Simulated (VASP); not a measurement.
**ScPt: relaxation of cell and atoms with LDA**

Crystal: ScPt.

```
Sc Pt
1.0
     3.27000    0.00000    0.00000
     0.00000    3.27000    0.00000
     0.00000    0.00000    3.27000
Sc Pt
1 1
Direct
  0.50000 0.50000 0.50000
  0.00000 0.00000 0.00000
```

```json
{
  "Program": "VASP 6.6.1",
  "Task": "relaxation of cell and atoms",
  "Functional": "LDA",
  "Potentials or basis": "VASP PAW LDA potentials, release 64 (Sc_sv, Pt)",
  "Cutoff": "600 eV",
  "k mesh": "7 × 7 × 7",
  "Occupations": "methfessel-paxton, width 0.05 eV",
  "Spin": "no spin polarisation",
  "Dipole correction": "no",
  "Further INCAR settings": "ALGO = Normal; EDIFF = 1e-06; IBRION = 2; EDIFFG = -0.01; NSW = 80; ISIF = 3"
}
```

The relaxed volume is 17.01 Å³/atom and the relaxed cell is a = 3.240 Å, b = 3.240 Å, c = 3.240 Å, α = 90.00°, β = 90.00°, γ = 90.00°. The space group after relaxing (to 0.05 Å) is Pm-3m (No. 221) and the energy gained by relaxing is 6.3 meV/atom. The ionic steps are 3 and the pressure after relaxing is 0.0 GPa.

The path:
| step | energy change (eV) | largest force (eV/Å) | pressure (GPa) | volume (Å³) |
| --- | --- | --- | --- | --- |
| 1 | 0.0000 | 0.0000 | -4.19 | 34.97 |
| 2 | 0.0137 | 0.0000 | 6.60 | 32.70 |
| 3 | -0.0126 | 0.0000 | -0.04 | 34.03 |

Final structure:
```
Sc Pt
1.0
     3.24041    0.00000    0.00000
     0.00000    3.24041    0.00000
     0.00000    0.00000    3.24041
Sc Pt
1 1
Direct
  0.50000 0.50000 0.50000
  0.00000 0.00000 0.00000
```

Levels at points of the mesh, in eV from the Fermi level:
| k point | band 7 | band 8 | band 9 | band 10 | band 11 | band 12 | band 13 | band 14 |
| --- | --- | --- | --- | --- | --- | --- | --- | --- |
| (0.00, 0.00, 0.00) | -5.26 | -2.76 | -2.76 | -2.76 | 1.62 | 1.62 | 3.71 | 3.71 |

Wall time 42 s on 1 thread of Intel Xeon 8259CL, on a shared host, peak memory 0.16 GiB.

Caveat: spin-orbit coupling is left out, which moves the levels of the heavy elements. Zero-point motion and thermal expansion aren't in these numbers.
